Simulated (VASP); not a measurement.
# Ru: relaxation of shape and atoms at fixed volume with PBE

Crystal: Ru.

```
CELL_PARAMETERS angstrom
2.66328 0.00000 0.00000
-1.33164 2.30647 0.00000
0.00000 0.00000 4.21292
ATOMIC_POSITIONS crystal
Ru 0.33333 0.66667 0.25000
Ru 0.66667 0.33333 0.75000
```

| Property | Result |
| --- | --- |
| Program | VASP 6.6.1 |
| Task | relaxation of shape and atoms at fixed volume |
| Functional | PBE |
| Potentials or basis | VASP PAW PBE potentials, release 64 (Ru_pv) |
| Cutoff | 600 eV |
| k mesh | 18 × 18 × 10 |
| Occupations | gaussian, width 0.1 eV |
| Spin | no spin polarisation |
| Dipole correction | no |
| Further INCAR settings | ALGO = Fast; EDIFF = 1e-06; IBRION = 2; EDIFFG = -0.01; NSW = 50; ISIF = 4 |

- Energy gained by relaxing: 0.0 meV/atom
- Ionic steps: 3
- Pressure after relaxing: 22.3 GPa
- Band gap on the k mesh: zero (bands 14 and 15 overlap by 3.36 eV)

Final structure:
```
Ru
1.0
     2.66201    0.00000    0.00000
    -1.33100    2.30537    0.00000
     0.00000    0.00000    4.21694
Ru
2
Direct
  0.33333 0.66667 0.25000
  0.66667 0.33333 0.75000
```

Levels at points of the mesh, in eV from the Fermi level:
```
           k point  band 12  band 13  band 14  band 15  band 16  band 17
(0.00, 0.00, 0.00)    -2.05    -2.05    -1.48    -1.48     1.28     1.28
(0.50, 0.00, 0.00)    -1.86    -1.61     1.56     2.01     2.08     4.35
(0.00, 0.00, 0.50)    -2.96    -2.86    -2.86     0.60     0.60     0.60
(0.50, 0.00, 0.50)    -1.13     0.49     0.49     1.84     1.84     3.60
```

Wall time 79 s on 1 thread of Intel(R) Xeon(R) 6975P-C (Granite Rapids) (shared host), peak memory 0.23 GiB.
